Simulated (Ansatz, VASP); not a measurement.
**V: VASP beside Ansatz**

INCAR

```
  ALGO = Normal
  EDIFF = 1E-6
  ENCUT = 520
  GGA = PS
  ISIF = 2
  ISMEAR = -1
  LASPH = T
  LCHARG = T
  LELF = T
  LREAL = F
  LVHAR = T
  LWAVE = F
  NBANDS = 34
  NELM = 80
  PREC = Accurate
  SIGMA = 0.1
```

KPOINTS

```
k-points
0
Gamma
  16 16 4
```

The input POSCAR:

```
V
1.0
    2.5885824678      0.0000000000      0.0000000000
   -1.2942912339      2.2417781769      0.0000000000
    0.0000000000      0.0000000000      9.1988131643
V
4
Direct
    0.0000000000      1.0000000000      1.0000000000
    0.0000000000      1.0000000000      0.5000000000
    0.3333333333      0.6666666667      0.2500000000
    0.6666666667      0.3333333333      0.7500000000
```

Input for Ansatz:

```yaml
crystal:
  lattice:
    - [2.5885824678, 0.0, 0.0]
    - [-1.2942912339, 2.2417781769, 0.0]
    - [0.0, 0.0, 9.1988131643]
  atoms:
    - { symbol: V, position: [0.0, 1.0, 1.0] }
    - { symbol: V, position: [0.0, 1.0, 0.5] }
    - { symbol: V, position: [0.3333333333, 0.6666666667, 0.25] }
    - { symbol: V, position: [0.6666666667, 0.3333333333, 0.75] }
hamiltonian:
  xc: pbesol
  pseudopotentials:
    kind: paw
    azcp:
      V: "pseudopotentials/V.paw.azcp"
basis:
  ecutwfc: 420
  fft_grid_basis: typed
kpoints:
  mp_grid: { grid: [16, 16, 4], shift: [0, 0, 0] }
magnetization:
  spin_polarized: false
scf:
  occupations: { method: fermi_dirac, width: 0.1 }
  lower_state_search: "off"
output:
  stress: true
  write_density: true
  write_potential: true
  elf: true
  volumetric_format: npy
```

Alike in both runs: task single point; functional PBEsol; k mesh 16 × 16 × 4; occupations fermi-dirac, width 0.1 eV; no spin polarisation.

|  | VASP | Ansatz |
| --- | --- | --- |
| version | VASP 6.6.1 | Ansatz 0.2.0 |
| potentials or method | VASP PAW PBE potentials, release 64 (V_sv), cutoff 520 eV | plane waves (420 eV) with PAW, scalar-relativistic |
| valence electrons in the cell | 52 | 52 |

|  | VASP | Ansatz | Ansatz less VASP |
| --- | --- | --- | --- |
| pressure (GPa) | 0.2 | 0.1 | -0.15 |
| traceless stress, the component that is largest in VASP (GPa) | -0.11 | -0.15 | -0.046 |

VASP's potentials were made for PBE, not for PBEsol, and Ansatz warns of the same on its side.
